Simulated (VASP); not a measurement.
Here is a VASP 6.6.1 calculation.

Contents of INCAR:

```
PREC = Accurate ; ENCUT = 520
EDIFF = 1E-6 ; ISMEAR = 0
SIGMA = 0.01 ; LREAL = False
LASPH = True ; NELM = 60
ALGO = Normal ; ISIF = 2
LWAVE = False ; LCHARG = False
GGA = CA ; IBRION = 2
NSW = 80 ; EDIFFG = -0.001
```

The input KPOINTS:

```
Automatic mesh
0
Gamma
  9 9 6
```

POSCAR

```
GaN
1.0
    3.1863600000      0.0000000000      0.0000000000
   -1.5931800000      2.7594687056      0.0000000000
    0.0000000000      0.0000000000      5.1605240400
Ga N
2 2
Direct
    0.3333333333      0.6666666667      0.0000000000
    0.6666666667      0.3333333333      0.5000000000
    0.3333333333      0.6666666667      0.3750000000
    0.6666666667      0.3333333333      0.8750000000
```

Potentials or basis: VASP PAW LDA potentials, release 64 (Ga_d, N).

Command:

```bash
$ cat potpaw_LDA.64/Ga_d/POTCAR potpaw_LDA.64/N/POTCAR > POTCAR
$ mpirun -np 1 vasp_std > vasp.out
```

(1) Predict the band gap on the k mesh.

(2) Predict the energy gained by relaxing.

## Answers

(1) 1.99 eV, direct.

(2) 0.5 meV/atom.
